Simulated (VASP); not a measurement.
# ZrC (Fm-3m) in VASP: further runs

ZrC is run at these levels: PBEsol; tasks: relaxation of cell and atoms.

All numbers are computed with VASP 6.6.1; they aren't measurements. Logs are shortened: lines on timing, memory, paths and dates and some standing lists are left out, and cuts for length are marked.

## Step 1: The cell of the first run

Symmetry: Fm-3m, No. 225, cubic system. The conventional cell has a = 4.669 Å, b = 4.669 Å, c = 4.669 Å, α = 90.00°, β = 90.00°, γ = 90.00°. Zr (site symmetry m-3m) has 6 C at 2.33 Å within 3.1 Å. Within 3.1 Å of C (site symmetry m-3m) lie 6 Zr at 2.33 Å.

## Step 2: Relaxation of cell and atoms, PBEsol, target pressure 10 GPa, at which the enthalpy is minimised

The input, INCAR:

```
SYSTEM = ZrC
PREC = Accurate ; ENCUT = 600
EDIFF = 1E-6 ; ISMEAR = -1
SIGMA = 0.1 ; LREAL = .False.
LASPH = .True. ; NELM = 100
ALGO = Normal ; ISIF = 3
LWAVE = .False. ; LCHARG = .False.
GGA = PS ; IBRION = 2
NSW = 100 ; EDIFFG = -0.002
PSTRESS = 100.0
```

The input, KPOINTS:

```
regular mesh
0
Gamma
  18 18 18
  0 0 0
```

The input, POSCAR:

```
ZrC
1.0
    0.0000000000      2.3346624498      2.3346624498
    2.3346624498      0.0000000000      2.3346624498
    2.3346624498      2.3346624498      0.0000000000
Zr C
1 1
Direct
    0.5000000000      0.5000000000      0.5000000000
    0.0000000000      0.0000000000      0.0000000000
```

Potentials or basis: VASP PAW PBE potentials, release 64 (Zr_sv, C).

Command:

```sh
cat potpaw_PBE.64/Zr_sv/POTCAR potpaw_PBE.64/C/POTCAR > POTCAR
mpirun -np 1 vasp_std > vasp.out
```

OUTCAR:

```text
SYSTEM = ZrC
   PREC = Accurate
   ENCUT = 600
   EDIFF = 1E-6
   ISMEAR = -1
   LREAL = .False.
   LASPH = .True.
   NELM = 100
   ISIF = 3
   GGA = PS
   IBRION = 2
   NSW = 100
   EDIFFG = -0.002
   PSTRESS = 100.0

 ion  position               nearest neighbor table
   1  0.500  0.500  0.500-   2 2.33   2 2.33   2 2.33   2 2.33   2 2.33   2 2.33
   2  0.000  0.000  0.000-   1 2.33   1 2.33   1 2.33   1 2.33   1 2.33   1 2.33

  LATTYP: Found a face centered cubic cell.
 ALAT       =     4.6693248996

  Lattice vectors:

 A1 = (   0.0000000000,   2.3346624498,   2.3346624498)
 A2 = (   2.3346624498,   0.0000000000,   2.3346624498)
 A3 = (   2.3346624498,   2.3346624498,   0.0000000000)

Analysis of symmetry for initial positions (statically):
=====================================================================
 Subroutine PRICEL returns:
 Original cell was already a primitive cell.

 Routine SETGRP: Setting up the symmetry group for a
 face centered cubic supercell.

 Subroutine GETGRP returns: Found 48 space group operations
 (whereof 48 operations were pure point group operations)
 out of a pool of 48 trial point group operations.

The static configuration has the point symmetry O_h .

Analysis of symmetry for dynamics (positions and initial velocities):
=====================================================================
 Subroutine PRICEL returns:
 Original cell was already a primitive cell.

 Routine SETGRP: Setting up the symmetry group for a
 face centered cubic supercell.

 Subroutine GETGRP returns: Found 48 space group operations
 (whereof 48 operations were pure point group operations)
 out of a pool of 48 trial point group operations.

The dynamic configuration has the point symmetry O_h .

 Subroutine INISYM returns: Found 48 space group operations
 (whereof 48 operations are pure point group operations),
 and found     1 'primitive' translations

----------------------------------------------------------------------------------------

                                     Primitive cell

  volume of cell :      25.4508

  direct lattice vectors                    reciprocal lattice vectors
     0.000000000  2.334662450  2.334662450    -0.214163722  0.214163722  0.214163722
     2.334662450  0.000000000  2.334662450     0.214163722 -0.214163722  0.214163722
     2.334662450  2.334662450  0.000000000     0.214163722  0.214163722 -0.214163722

  length of vectors
     3.301711300  3.301711300  3.301711300     0.370942448  0.370942448  0.370942448

  position of ions in fractional coordinates (direct lattice)
     0.500000000  0.500000000  0.500000000
     0.000000000  0.000000000  0.000000000

  ion indices of the primitive-cell ions
   primitive index   ion index
                 1           1
                 2           2

----------------------------------------------------------------------------------------

 KPOINTS: regular mesh

Automatic generation of k-mesh.
 Grid dimensions read from file:
 generate k-points for:   18   18   18

 Generating k-lattice:

  Cartesian coordinates                     Fractional coordinates (reciprocal lattice)
    -0.011897985  0.011897985  0.011897985     0.055555556  0.000000000  0.000000000
     0.011897985 -0.011897985  0.011897985     0.000000000  0.055555556  0.000000000
     0.011897985  0.011897985 -0.011897985     0.000000000  0.000000000  0.055555556

  Length of vectors
     0.020607914  0.020607914  0.020607914

  Shift w.r.t. Gamma in fractional coordinates (k-lattice)
     0.000000000  0.000000000  0.000000000

 Subroutine IBZKPT returns following result:
 ===========================================

 Found    195 irreducible k-points:

 Following reciprocal coordinates:
            Coordinates               Weight
  0.000000  0.000000  0.000000      1.000000
  0.055556  0.000000  0.000000      8.000000
  0.111111  0.000000  0.000000      8.000000
  0.166667  0.000000  0.000000      8.000000
  0.222222  0.000000  0.000000      8.000000
  0.277778  0.000000  0.000000      8.000000
[... 16 lines left out ...]
 -0.277778  0.055556  0.000000     24.000000
 -0.222222  0.055556  0.000000     24.000000
 [... further k-points ...]
   k-points           NKPTS =    195   k-points in BZ     NKDIM =    195   number of bands    NBANDS=     12
   number of dos      NEDOS =    301   number of ions     NIONS =      2
   total plane-waves  NPLWV =  21952
   dimension x,y,z NGX =    28 NGY =   28 NGZ =   28
   dimension x,y,z NGXF=    56 NGYF=   56 NGZF=   56
   ions per type =               1   1
   NGX,Y,Z   is equivalent  to a cutoff of  14.10, 14.10, 14.10 a.u.
   NGXF,Y,Z  is equivalent  to a cutoff of  28.20, 28.20, 28.20 a.u.
 SYSTEM =  ZrC
   PREC   = accura    normal or accurate (medium, high low for compatibility)
   ISTART =      0    job   : 0-new  1-cont  2-samecut
   ICHARG =      2    charge: 1-file 2-atom 10-const
   ISPIN  =      1    spin polarized calculation?
   LNONCOLLINEAR =      F non collinear calculations
   LSORBIT =      F    spin-orbit coupling
   LASPH  =      T    aspherical Exc in radial PAW
   ENCUT  =  600.0 eV  44.10 Ry    6.64 a.u.   6.59  6.59  6.59*2*pi/ulx,y,z
   NELM   =    100;   NELMIN=  2; NELMDL= -5     # of ELM steps
   EDIFF  = 0.1E-05   stopping-criterion for ELM
   LREAL  =      F    real-space projection
   EDIFFG = -.2E-02   stopping-criterion for IOM
   NSW    =    100    number of steps for IOM
   IBRION =      2    ionic relax: 0-MD 1-quasi-New 2-CG
   NFREE  =      1    steps in history (QN), initial steepest desc. (CG)
   ISIF   =      3    stress and relaxation
   ISYM   =      2    0-nonsym 1-usesym 2-fastsym
   POTIM  = 0.5000    time-step for ionic-motion
   TEBEG  =    0.0;   TEEND  =   0.0 temperature during run
   PSTRESS=  100.0 pullay stress
   NELECT =      16.0000    total number of electrons
   NUPDOWN=      -1.0000    fix difference up-down
   EMIN   =  10.00;   EMAX   =-10.00  energy-range for DOS
   EFERMI =   0.00;   METHOD = LEGACY
   ISMEAR =    -1;   SIGMA  =   0.10  broadening in eV -4-tet -1-fermi 0-gaus
   EFERMI_NEDOS =   21; number of points for ismear=-14 and -15
   IALGO  =     38    algorithm
   IMIX   =      4    mixing-type and parameters
     AMIX     =   0.40;   BMIX     =  1.00
     AMIX_MAG =   1.60;   BMIX_MAG =  1.00
  volume/ion in A,a.u.               =      12.73        85.88
  Fermi-wavevector in a.u.,A,eV,Ry     =   1.402428  2.650206 26.760016  1.966806
  Thomas-Fermi vector in A             =   2.525191
   LORBIT       =      0    0 simple, 1 ext, 2 COOP (PROOUT), +10 PAW based schemes
   GGA     = PS    functional components
   LHFCALC =     F    Hartree Fock is set to
   AEXX    =    0.0000 exact exchange contribution
   IVDW    =     0    specifies the selected vdW correction
   LEPSILON=     F    determine dielectric tensor
   LRPA    =     F    only Hartree local field effects (RPA)
 conjugate gradient relaxation of ions
 non-spin polarized calculation
  energy-cutoff  :      600.00
  volume of cell :       25.45
 maximum number of plane-waves:       877
   NGX = 13   NGY = 13   NGZ = 13

--------------------------------------- Ionic step        1  -------------------------------------------

 number of electron      16.0000000 magnetization

 Free energy of the ion-electron system (eV)
  ---------------------------------------------------
  ext. energy  EPLUGINS =         0.00000000
  ---------------------------------------------------
  free energy    TOTEN  =       -20.57890070 eV

  energy without entropy =      -20.56842539  energy(sigma->0) =      -20.57366304

 E-fermi :   9.7270     XC(G=0): -12.3784

 val. band max:        9.6976558186   @ k =  -0.0556   0.0556   0.0000
 cond. band min:       9.7317373755   @ k =   0.1111   0.1111   0.0000
 fundamental gap:      0.0340815569
 Fermi energy:         9.7269876742

 k-point     1 :       0.0000    0.0000    0.0000
  band No.  band energies     occupation
      1     -38.1752      2.00000
      2     -15.9028      2.00000
      3     -15.9028      2.00000
      4     -15.9028      2.00000
      5      -1.6288      2.00000
      6      10.6787      0.00015
      7      10.6787      0.00015
      8      10.6787      0.00015
      9      10.7861      0.00005
     10      10.7861      0.00005
     11      10.7861      0.00005
     12      12.5859      0.00000
[... 331 lines left out ...]
 k-point    24 :      -0.2222    0.0556    0.0000
  band No.  band energies     occupation
      1     -38.1200      2.00000
      2     -16.3637      2.00000
      3     -15.9764      2.00000
      4     -15.9311      2.00000
      5      -0.3617      2.00000
      6       6.9892      2.00000
      7       7.8313      2.00000
      8       8.1515      2.00000
      9      11.9390      0.00000
     10      12.2897      0.00000
     11      12.9209      0.00000
     12      15.8065      0.00000

 [... further k-points ...]

------------------------ aborting loop because EDIFF is reached ----------------------------------------

  FORCE on cell =-STRESS in cart. coord.  units (eV):
  Direction    XX          YY          ZZ          XY          YZ          ZX
  --------------------------------------------------------------------------------------
  -------------------------------------------------------------------------------------
  Total        0.0440398      0.0440398      0.0440398      0.0000000     -0.0000000      0.0000000
  in kB        2.7723865      2.7723865      2.7723865      0.0000000     -0.0000000      0.0000000
  external PRESSURE =     -97.2276135 kB  Pullay stress =     100.0000000 kB
[... 213 lines left out ...]
  enthalpy is  TOTEN    =       -19.0201555197 eV   P V=        1.5307347888

--------------------------------------- Ionic step        7  -------------------------------------------

 number of electron      16.0000000 magnetization

 Free energy of the ion-electron system (eV)
  ---------------------------------------------------
  ext. energy  EPLUGINS =         0.00000000
  ---------------------------------------------------
  free energy    TOTEN  =       -20.54935979 eV

  energy without entropy =      -20.53912679  energy(sigma->0) =      -20.54424329

 E-fermi :  10.1810     XC(G=0): -12.5681

 val. band max:       10.1672738006   @ k =   0.1111   0.1111   0.0000
 cond. band min:      10.1884775498   @ k =   0.1111   0.0556   0.0000
 fundamental gap:      0.0212037492
 Fermi energy:        10.1810214619

 k-point     1 :       0.0000    0.0000    0.0000
  band No.  band energies     occupation
      1     -37.5822      2.00000
      2     -15.2793      2.00000
      3     -15.2793      2.00000
      4     -15.2793      2.00000
      5      -1.3066      2.00000
      6      11.1387      0.00014
      7      11.1387      0.00014
      8      11.1387      0.00014
      9      11.2455      0.00005
     10      11.2455      0.00005
     11      11.2455      0.00005
     12      13.1465      0.00000
[... 331 lines left out ...]
 k-point    24 :      -0.2222    0.0556    0.0000
  band No.  band energies     occupation
      1     -37.5166      2.00000
      2     -15.8100      2.00000
      3     -15.3629      2.00000
      4     -15.3105      2.00000
      5       0.0376      2.00000
      6       7.3665      2.00000
      7       8.1878      2.00000
      8       8.5306      2.00000
      9      12.4533      0.00000
     10      12.8150      0.00000
     11      13.4848      0.00000
     12      16.5086      0.00000

 [... further k-points ...]

------------------------ aborting loop because EDIFF is reached ----------------------------------------

  FORCE on cell =-STRESS in cart. coord.  units (eV):
  Direction    XX          YY          ZZ          XY          YZ          ZX
  --------------------------------------------------------------------------------------
  -------------------------------------------------------------------------------------
  Total        1.5279348      1.5279348      1.5279348      0.0000000      0.0000000      0.0000000
  in kB       99.9184185     99.9184185     99.9184185      0.0000000      0.0000000      0.0000000
  external PRESSURE =      -0.0815815 kB  Pullay stress =     100.0000000 kB
[... 17 lines left out ...]
  FREE ENERGIE OF THE ION-ELECTRON SYSTEM (eV)
  ---------------------------------------------------
  free  energy   TOTEN  =       -20.5493597871 eV

  energy  without entropy=      -20.5391267860  energy(sigma->0) =      -20.54424329

  enthalpy is  TOTEN    =       -19.0201774933 eV   P V=        1.5291822939

 reached required accuracy - stopping structural energy minimisation
```

It took 3 min on 1 thread of Intel Xeon Platinum 8488C (Sapphire Rapids), shared host; peak memory 0.23 GiB.

What came out:

- Free energy: -20.5494 eV
- Relaxed volume: 12.25 Å³/atom
- Relaxed cell: a = 3.260 Å, b = 3.260 Å, c = 3.260 Å, α = 60.00°, β = 60.00°, γ = 60.00°
- Space group after relaxing (to 0.1 Å): Fm-3m (No. 225)
- Energy change on relaxing (the run minimises the enthalpy): +14.8 meV/atom
- Ionic steps: 7
- Pressure after relaxing: 10.0 GPa
- Band gap on the k mesh: zero (bands 8 and 9 overlap by 1.34 eV)

The path:
```tsv
step	energy change (eV)	largest force (eV/Å)	pressure (GPa)	volume (Å³)
1	0.0000	0.0000	0.28	25.45
2	0.2679	0.0000	34.13	22.71
3	0.0281	0.0000	9.75	24.52
4	0.0294	0.0000	9.96	24.50
5	0.0306	0.0000	10.17	24.48
6	0.0280	0.0000	9.73	24.53
7	0.0295	0.0000	9.99	24.50
```

Final structure:
```yaml
crystal:
  lattice:
    - [0.00000, 2.30522, 2.30522]
    - [2.30522, 0.00000, 2.30522]
    - [2.30522, 2.30522, 0.00000]
  atoms:
    - { symbol: Zr, position: [0.50000, 0.50000, 0.50000] }
    - { symbol: C, position: [0.00000, 0.00000, 0.00000] }
```

Caveat: the cell is relaxed towards a set pressure, so the run minimises the enthalpy, not the energy; the PAW data sets were made with another functional, which shifts forces and pressure a little.

## Step 3: Relaxation of cell and atoms, PBEsol, target pressure 15 GPa, at which the enthalpy is minimised

The input, INCAR:

```
PREC = Accurate
ENCUT = 600
EDIFF = 1E-6
ISMEAR = -1
SIGMA = 0.1
LREAL = F
LASPH = T
NELM = 100
ALGO = Normal
ISIF = 3
LWAVE = F
LCHARG = F
GGA = PS
IBRION = 2
NSW = 100
EDIFFG = -0.002
PSTRESS = 150.0
```

The input, KPOINTS:

```
regular mesh
0
Gamma
  18 18 18
```

POSCAR is that of step 2.

Potentials or basis: VASP PAW PBE potentials, release 64 (Zr_sv, C).

Command:

```sh
cat potpaw_PBE.64/Zr_sv/POTCAR potpaw_PBE.64/C/POTCAR > POTCAR
mpirun -np 1 vasp_std > vasp.out
```

Wall time 3 min (1 thread of Intel Xeon Platinum 8488C (Sapphire Rapids), shared host); peak memory 0.23 GiB.

It converged, with:

```
Free energy                                                : -20.5162 eV
Relaxed volume                                             : 12.04 Å³/atom
Relaxed cell                                               : a = 3.241 Å, b = 3.241 Å, c = 3.241 Å, α = 60.00°, β = 60.00°, γ = 60.00°
Space group after relaxing (to 0.1 Å)                      : Fm-3m (No. 225)
Energy change on relaxing (the run minimises the enthalpy) : +31.4 meV/atom
Ionic steps                                                : 7
Pressure after relaxing                                    : 15.0 GPa
Band gap on the k mesh                                     : zero (bands 8 and 9 overlap by 1.35 eV)
```

Step by step:
| step | energy change (eV) | largest force (eV/Å) | pressure (GPa) | volume (Å³) |
| --- | --- | --- | --- | --- |
| 1 | 0.0000 | 0.0000 | 0.28 | 25.45 |
| 2 | 0.6479 | 0.0000 | 58.60 | 21.38 |
| 3 | 0.0577 | 0.0000 | 14.35 | 24.13 |
| 4 | 0.0620 | 0.0000 | 14.89 | 24.08 |
| 5 | 0.0645 | 0.0000 | 15.22 | 24.05 |
| 6 | 0.0598 | 0.0000 | 14.63 | 24.11 |
| 7 | 0.0627 | 0.0000 | 14.99 | 24.07 |

Final structure:
```
CELL_PARAMETERS angstrom
0.00000 2.29176 2.29176
2.29176 0.00000 2.29176
2.29176 2.29176 0.00000
ATOMIC_POSITIONS crystal
Zr 0.50000 0.50000 0.50000
C 0.00000 0.00000 0.00000
```

Levels at points of the mesh, in eV from the Fermi level:
| k point | band 4 | band 5 | band 6 | band 7 | band 8 | band 9 | band 10 | band 11 | band 12 |
| --- | --- | --- | --- | --- | --- | --- | --- | --- | --- |
| (0.00, 0.00, 0.00) | -25.38 | -11.55 | 0.96 | 0.96 | 0.96 | 1.07 | 1.07 | 1.07 | 3.01 |
| (0.50, 0.00, 0.00) | -25.48 | -8.03 | -5.65 | -3.22 | -3.22 | 4.90 | 4.90 | 5.81 | 6.80 |
| (0.50, 0.50, 0.00) | -25.76 | -10.44 | -2.08 | -1.92 | 0.15 | 0.15 | 4.87 | 6.23 | 6.23 |

Caveat: the cell is relaxed towards a set pressure, so the run minimises the enthalpy, not the energy; the PAW data sets were made with another functional, which shifts forces and pressure a little.
